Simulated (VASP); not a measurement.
# CdS (Fm-3m) in VASP: notebook

The runs below take CdS through elastic constants, density of states, with revPBE, PBE+D3(BJ).

Everything below comes from runs of VASP 6.6.1. Logs are shortened: lines on timing, memory, paths and dates and some standing lists are left out, and cuts for length are marked.

## 1. The cell of the first run

It takes space group Fm-3m (No. 225, cubic). The conventional cell has a = 5.112 Å, b = 5.112 Å, c = 5.112 Å, α = 90.00°, β = 90.00°, γ = 90.00°. Cd (site symmetry m-3m) has 6 S at 2.56 Å within 3.4 Å. S (site symmetry m-3m) has 6 Cd at 2.56 Å within 3.4 Å.

## 2. Elastic constants, revPBE (volume scaled by 0.8)

INCAR reads:

```
PREC = Accurate ; ENCUT = 600
EDIFF = 1E-8 ; ISMEAR = -1
SIGMA = 0.05 ; LREAL = False
LASPH = True ; NELM = 80
ALGO = Normal ; ISIF = 3
LWAVE = False ; LCHARG = False
GGA = RE ; NBANDS = 16
IBRION = 6 ; NFREE = 2
POTIM = 0.015 ; NSW = 1
```

KPOINTS reads:

```
regular mesh
0
Gamma
  7 7 7
```

POSCAR reads:

```
CdS
1.0
    0.0000000000      2.5558853213      2.5558853213
    2.5558853213      0.0000000000      2.5558853213
    2.5558853213      2.5558853213      0.0000000000
Cd S
1 1
Direct
    0.0000000000      0.0000000000      0.0000000000
    0.5000000000      0.5000000000      0.5000000000
```

Potentials or basis: VASP PAW PBE potentials, release 64 (Cd, S).

Command:

```sh
cat potpaw_PBE.64/Cd/POTCAR potpaw_PBE.64/S/POTCAR > POTCAR
mpirun -np 1 vasp_std > vasp.out
```

OUTCAR:

```text
PREC = Accurate
   ENCUT = 600
   EDIFF = 1E-8
   ISMEAR = -1
   LREAL = False
   LASPH = True
   NELM = 80
   ISIF = 3
   GGA = RE
   IBRION = 6
   NFREE = 2
   POTIM = 0.015
   NSW = 1

 ion  position               nearest neighbor table
   1  0.000  0.000  0.000-   2 2.56   2 2.56   2 2.56   2 2.56   2 2.56   2 2.56
   2  0.500  0.500  0.500-   1 2.56   1 2.56   1 2.56   1 2.56   1 2.56   1 2.56

  LATTYP: Found a face centered cubic cell.
 ALAT       =     5.1117706426

  Lattice vectors:

 A1 = (   0.0000000000,   2.5558853213,   2.5558853213)
 A2 = (   2.5558853213,   0.0000000000,   2.5558853213)
 A3 = (   2.5558853213,   2.5558853213,   0.0000000000)

Analysis of symmetry for initial positions (statically):
=====================================================================
 Subroutine PRICEL returns:
 Original cell was already a primitive cell.

 Routine SETGRP: Setting up the symmetry group for a
 face centered cubic supercell.

 Subroutine GETGRP returns: Found 48 space group operations
[... 9 lines left out ...]

 Routine SETGRP: Setting up the symmetry group for a
 face centered cubic supercell.

 Subroutine GETGRP returns: Found 48 space group operations
[... 11 lines left out ...]
                                     Primitive cell

  volume of cell :      33.3929

  direct lattice vectors                    reciprocal lattice vectors
     0.000000000  2.555885321  2.555885321    -0.195626930  0.195626930  0.195626930
     2.555885321  0.000000000  2.555885321     0.195626930 -0.195626930  0.195626930
     2.555885321  2.555885321  0.000000000     0.195626930  0.195626930 -0.195626930

  length of vectors
     3.614567685  3.614567685  3.614567685     0.338835783  0.338835783  0.338835783

  position of ions in fractional coordinates (direct lattice)
     0.000000000  0.000000000  0.000000000
     0.500000000  0.500000000  0.500000000

  ion indices of the primitive-cell ions
   primitive index   ion index
                 1           1
                 2           2

----------------------------------------------------------------------------------------

 KPOINTS: regular mesh

Automatic generation of k-mesh.
 Grid dimensions read from file:
 generate k-points for:    7    7    7

 Generating k-lattice:

  Cartesian coordinates                     Fractional coordinates (reciprocal lattice)
    -0.027946704  0.027946704  0.027946704     0.142857143  0.000000000  0.000000000
     0.027946704 -0.027946704  0.027946704     0.000000000  0.142857143  0.000000000
     0.027946704  0.027946704 -0.027946704     0.000000000  0.000000000  0.142857143

  Length of vectors
     0.048405112  0.048405112  0.048405112

  Shift w.r.t. Gamma in fractional coordinates (k-lattice)
     0.000000000  0.000000000  0.000000000

 Subroutine IBZKPT returns following result:
 ===========================================

 Found     20 irreducible k-points:

 Following reciprocal coordinates:
            Coordinates               Weight
  0.000000  0.000000  0.000000      1.000000
  0.142857  0.000000  0.000000      8.000000
  0.285714  0.000000  0.000000      8.000000
  0.428571  0.000000  0.000000      8.000000
  0.142857  0.142857  0.000000      6.000000
  0.285714  0.142857  0.000000     24.000000
[... 12 lines left out ...]
 -0.428571  0.428571  0.142857     24.000000
 -0.285714  0.428571  0.142857     24.000000
[... 58 lines left out ...]

 number of electron      17.9999998 magnetization

 Free energy of the ion-electron system (eV)
  ---------------------------------------------------
  ext. energy  EPLUGINS =         0.00000000
  ---------------------------------------------------
  free energy    TOTEN  =        -4.57089852 eV

  energy without entropy =       -4.57061318  energy(sigma->0) =       -4.57075585

------------------------ aborting loop because EDIFF is reached ----------------------------------------

  FORCE on cell =-STRESS in cart. coord.  units (eV):
  Direction    XX          YY          ZZ          XY          YZ          ZX
  --------------------------------------------------------------------------------------
  -------------------------------------------------------------------------------------
  Total        6.1420646      6.1420646      6.1420646     -0.0000000      0.0000000      0.0000000
  in kB      294.6937170    294.6937170    294.6937170     -0.0000000      0.0000000      0.0000000
  external PRESSURE =     294.6937170 kB  Pullay stress =       0.0000000 kB
[... 89 lines left out ...]
  FREE ENERGIE OF THE ION-ELECTRON SYSTEM (eV)
  ---------------------------------------------------
  free  energy   TOTEN  =        -4.4701603364 eV

  energy  without entropy=       -4.4697650004  energy(sigma->0) =       -4.46996267

[... ionic steps 4 to 14 ...]

--------------------------------------- Ionic step       15  -------------------------------------------

 number of electron      18.0000000 magnetization

------------------------ aborting loop because EDIFF is reached ----------------------------------------
[... 67 lines left out ...]
--------------------------------------- Ionic step       17  -------------------------------------------

 number of electron      17.9999998 magnetization

 Free energy of the ion-electron system (eV)
  ---------------------------------------------------
  ext. energy  EPLUGINS =         0.00000000
  ---------------------------------------------------
  free energy    TOTEN  =        -4.57023692 eV

  energy without entropy =       -4.56995312  energy(sigma->0) =       -4.57009502

 E-fermi :   5.5573     XC(G=0): -11.3548

 val. band max:        5.2574313511   @ k =   0.0000  -0.2857   0.1429
 cond. band min:       5.7739518592   @ k =   0.4286   0.4286   0.0000
 fundamental gap:      0.5165205081
 Fermi energy:         5.5573208051

 k-point     1 :       0.0000    0.0000    0.0000
  band No.  band energies     occupation
      1      -9.2171      2.00000
      2      -2.9922      2.00000
      3      -2.9912      2.00000
      4      -2.9896      2.00000
      5      -2.9896      2.00000
      6      -2.9893      2.00000
[... 433 lines left out ...]
      3      -3.4736      2.00000
      4      -3.3013      2.00000
      5      -2.6308      2.00000
      6      -2.5807      2.00000
[... 8 lines left out ...]
     15      18.1745      0.00000
     16      20.0033      0.00000

 [... further k-points ...]
[... 5 lines left out ...]
  --------------------------------------------------------------------------------------
  -------------------------------------------------------------------------------------
  Total        6.1521747      6.1409294      6.1409294      0.0000000      0.0000000      0.0000000
  in kB      295.1787931    294.6392481    294.6392481      0.0000000      0.0000000      0.0000000
  external PRESSURE =     294.8190964 kB  Pullay stress =       0.0000000 kB
[... 17 lines left out ...]
  FREE ENERGIE OF THE ION-ELECTRON SYSTEM (eV)
  ---------------------------------------------------
  free  energy   TOTEN  =        -4.5702369177 eV

  energy  without entropy=       -4.5699531208  energy(sigma->0) =       -4.57009502

 INTERNAL STRAIN TENSORS FROM STRAINED CELLS
 ============================================

 INTERNAL STRAIN TENSOR FOR ION    1 for displacements in x,y,z  (eV/Angst):
          X           Y           Z          XY          YZ          ZX
  --------------------------------------------------------------------------------
  x     0.00000     0.00000     0.00000    -0.00000    -0.00000    -0.00000
  y    -0.00000     0.00000     0.00000    -0.00000    -0.00000     0.00000
  z     0.00000    -0.00000     0.00000     0.00000    -0.00000     0.00000

 INTERNAL STRAIN TENSORS FROM DISPLACED ATOMS
 ============================================

 INTERNAL STRAIN TENSOR FOR ION    1 for displacements in x,y,z  (eV/Angst):
          X           Y           Z          XY          YZ          ZX
  --------------------------------------------------------------------------------
  x     0.00000     0.00000     0.00000     0.00000     0.00000     0.00000
  y     0.00000     0.00000     0.00000     0.00000     0.00000     0.00000
  z     0.00000     0.00000     0.00000     0.00000     0.00000     0.00000

 INTERNAL STRAIN TENSOR FOR ION    2 for displacements in x,y,z  (eV/Angst):
          X           Y           Z          XY          YZ          ZX
  --------------------------------------------------------------------------------
  x     0.00000     0.00000     0.00000     0.00000     0.00000     0.00000
  y     0.00000     0.00000     0.00000     0.00000     0.00000     0.00000
  z     0.00000     0.00000     0.00000     0.00000     0.00000     0.00000

 Eigenvectors and eigenvalues of the dynamical matrix
 ----------------------------------------------------

   1 f  =    7.588322 THz    47.678831 2PiTHz  253.119164 cm-1    31.382762 meV
             X         Y         Z           dx          dy          dz
      0.000000  0.000000  0.000000     0.000000    0.000000   -0.470911
      2.555885  2.555885  2.555885     0.000000    0.000000    0.882181
[... 21 lines left out ...]
   6 f/i=    0.001720 THz     0.010810 2PiTHz    0.057388 cm-1     0.007115 meV
             X         Y         Z           dx          dy          dz
      0.000000  0.000000  0.000000    -0.858707    0.123814    0.159798
      2.555885  2.555885  2.555885    -0.458380    0.066092    0.085300

--------------------------------------------------------------------------------------------------------

 ELASTIC MODULI CONTR FROM IONIC RELAXATION (kBar)
 Direction    XX          YY          ZZ          XY          YZ          ZX
 --------------------------------------------------------------------------------
 XX           0.0000      0.0000      0.0000      0.0000      0.0000      0.0000
 YY           0.0000      0.0000      0.0000      0.0000      0.0000      0.0000
 ZZ           0.0000      0.0000      0.0000      0.0000      0.0000      0.0000
 XY           0.0000      0.0000      0.0000      0.0000      0.0000      0.0000
 YZ           0.0000      0.0000      0.0000      0.0000      0.0000      0.0000
 ZX           0.0000      0.0000      0.0000      0.0000      0.0000      0.0000
 --------------------------------------------------------------------------------

 TOTAL ELASTIC MODULI (kBar)
 Direction    XX          YY          ZZ          XY          YZ          ZX
 --------------------------------------------------------------------------------
 XX        3218.6138    776.3340    776.3340      0.0000      0.0000     -0.0000
 YY         776.3340   3218.6138    776.3340      0.0000      0.0000      0.0000
 ZZ         776.3340    776.3340   3218.6138      0.0000      0.0000     -0.0000
 XY           0.0000      0.0000      0.0000    312.3337     -0.0000      0.0000
 YZ           0.0000      0.0000      0.0000     -0.0000    312.3337      0.0000
 ZX          -0.0000      0.0000     -0.0000      0.0000      0.0000    312.3337
 --------------------------------------------------------------------------------
```

It took 10 min on 1 thread of Intel Xeon Platinum 8259CL at 2.50GHz (Skylake/Cascade Lake), shared host; peak memory 0.26 GiB.

Results:

```
Elastic constants C11, C12, C44                         : 322, 78, 31 GPa
Voigt bulk modulus                                      : 159 GPa
Highest phonon frequency at Γ, LO-TO splitting left out : 253 cm⁻¹
```

Phonon frequencies in cm⁻¹ (negative: imaginary):
| q point | frequencies |
| --- | --- |
| (0.000, 0.000, 0.000) | 0 0 0 253 253 253 |

Elastic tensor in Voigt notation (GPa, in the Cartesian axes of the cell as first typed):
```
322  78  78   0   0   0
 78 322  78   0   0   0
 78  78 322   0   0   0
  0   0   0  31   0   0
  0   0   0   0  31   0
  0   0   0   0   0  31
```

Clamped-ion elastic tensor (GPa):
```
322  78  78   0   0   0
 78 322  78   0   0   0
 78  78 322   0   0   0
  0   0   0  31   0   0
  0   0   0   0  31   0
  0   0   0   0   0  31
```

Caveat: the cell differs from its parent crystal (volume scaled by 0.8); the cell is under stress, which shifts elastic constants; the PAW data sets were made with another functional, which shifts forces and pressure a little.

## 3. Density of states, PBE+D3(BJ)

This run uses another cell than the first one, of 20.87 Å³/atom, 1.250 times its volume.

POSCAR reads:

```
CdS
1.0
    0.0000000000      2.7532440000      2.7532440000
    2.7532440000      0.0000000000      2.7532440000
    2.7532440000      2.7532440000      0.0000000000
Cd S
1 1
Direct
    0.0000000000      0.0000000000      0.0000000000
    0.5000000000      0.5000000000      0.5000000000
```

INCAR.step1 reads:

```
SYSTEM = CdS
PREC = Accurate
ENCUT = 400
EDIFF = 1E-6
ISMEAR = -1
SIGMA = 0.02
LREAL = .FALSE.
LASPH = .TRUE.
NELM = 120
ALGO = Normal
ISIF = 2
LWAVE = .FALSE.
LCHARG = .TRUE.
GGA = PE
IVDW = 12
NBANDS = 16
GGA_COMPAT = .FALSE.
NEDOS = 2001
LORBIT = 11
```

KPOINTS.step1 reads:

```
regular mesh
0
G
  8 8 8
  0 0 0
```

INCAR.step2 reads:

```
SYSTEM = CdS
PREC = Accurate
ENCUT = 400
EDIFF = 1E-6
ISMEAR = -5
SIGMA = 0.02
LREAL = .FALSE.
LASPH = .TRUE.
NELM = 120
ALGO = Normal
ISIF = 2
LWAVE = .FALSE.
LCHARG = .FALSE.
GGA = PE
IVDW = 12
LORBIT = 11
NBANDS = 16
NEDOS = 1001
ICHARG = 11
GGA_COMPAT = .FALSE.
```

KPOINTS.step2 reads:

```
regular mesh
0
G
  12 12 12
  0 0 0
```

Potentials or basis: VASP PAW PBE potentials, release 64 (Cd, S).

Command:

```sh
cat potpaw_PBE.64/Cd/POTCAR potpaw_PBE.64/S/POTCAR > POTCAR
cp INCAR.step1 INCAR
cp KPOINTS.step1 KPOINTS
mpirun -np 1 vasp_std > vasp.out
cp INCAR.step2 INCAR
cp KPOINTS.step2 KPOINTS
mpirun -np 1 vasp_std > vasp.out
```

Run time: 37 s. Hardware: 1 thread of Intel Xeon 8259CL, shared host; peak memory 0.17 GiB.

Results (log left out):

| Item | Value |
| --- | --- |
| Valence electrons inside the program's atomic spheres | Cd 10.19; S 3.70 |
| Dispersion energy per atom | -0.373 eV |

Levels at points of the mesh, in eV from the valence-band top:
| k point | band 5 | band 6 | band 7 | band 8 | band 9 | band 10 | band 11 | band 12 | band 13 | band 14 |
| --- | --- | --- | --- | --- | --- | --- | --- | --- | --- | --- |
| (0.00, 0.00, 0.00) | -7.57 | -7.57 | -0.70 | -0.70 | -0.70 | 0.82 | 9.23 | 9.23 | 9.23 | 11.31 |
| (0.50, 0.00, 0.00) | -7.38 | -7.38 | -4.76 | -0.01 | -0.01 | 3.53 | 5.92 | 5.92 | 6.65 | 12.20 |
| (0.50, 0.50, 0.00) | -7.32 | -6.68 | -4.11 | -2.06 | -2.06 | 0.25 | 6.07 | 9.73 | 11.12 | 11.12 |
